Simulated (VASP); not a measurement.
A run of VASP 6.6.1 is set up as follows.

File POSCAR:

```
SiC
1.0
    3.0756941497      0.0000000000      0.0000000000
   -1.5378470748      2.6636292679      0.0000000000
    0.0000000000      0.0000000000     10.0706464800
Si C
4 4
Direct
    0.6666666667      0.3333333333      0.9378419800
    0.3333333333      0.6666666667      0.4378419800
    0.0000000000      0.0000000000      0.6878943800
    0.0000000000      0.0000000000      0.1878943800
    0.6666666667      0.3333333333      0.7498025900
    0.3333333333      0.6666666667      0.2498025900
    0.0000000000      0.0000000000      0.5004600500
    0.0000000000      0.0000000000      0.0004600500
```

INCAR.step1

```
ALGO = Normal
EDIFF = 1E-4
ENCUT = 520
GGA = PE
ISMEAR = 0
LASPH = T
LCHARG = F
LREAL = F
LWAVE = T
NBANDS = 26
NELM = 100
PREC = Accurate
SIGMA = 0.05
```

INCAR.step2

```
ALGO = Normal
EDIFF = 1E-6
ENCUT = 520
ISIF = 2
ISMEAR = 0
ISTART = 1
LASPH = T
LCHARG = F
LMIXTAU = T
LREAL = F
LWAVE = F
METAGGA = R2SCAN
NBANDS = 26
NELM = 100
PREC = Accurate
SIGMA = 0.05
```

File KPOINTS:

```
k-points
0
Gamma
  12 12 4
```

Potentials or basis: VASP PAW PBE potentials, release 64 (Si, C).

Launch:

```sh
$ cat potpaw_PBE.64/Si/POTCAR potpaw_PBE.64/C/POTCAR > POTCAR
$ cp INCAR.step1 INCAR
$ mpirun -np 1 vasp_std > vasp.out
$ cp INCAR.step2 INCAR
$ mpirun -np 1 vasp_std > vasp.out
```

Problem. What does it give for the band gap on the k mesh?

Solution. 2.61 eV (least direct gap 3.79 eV).

Problem. What does it give for the pressure?

Solution. 0.2 GPa.

Caveat: the PAW data sets were made with another functional, which shifts forces and pressure a little. A k mesh can miss the band edges.
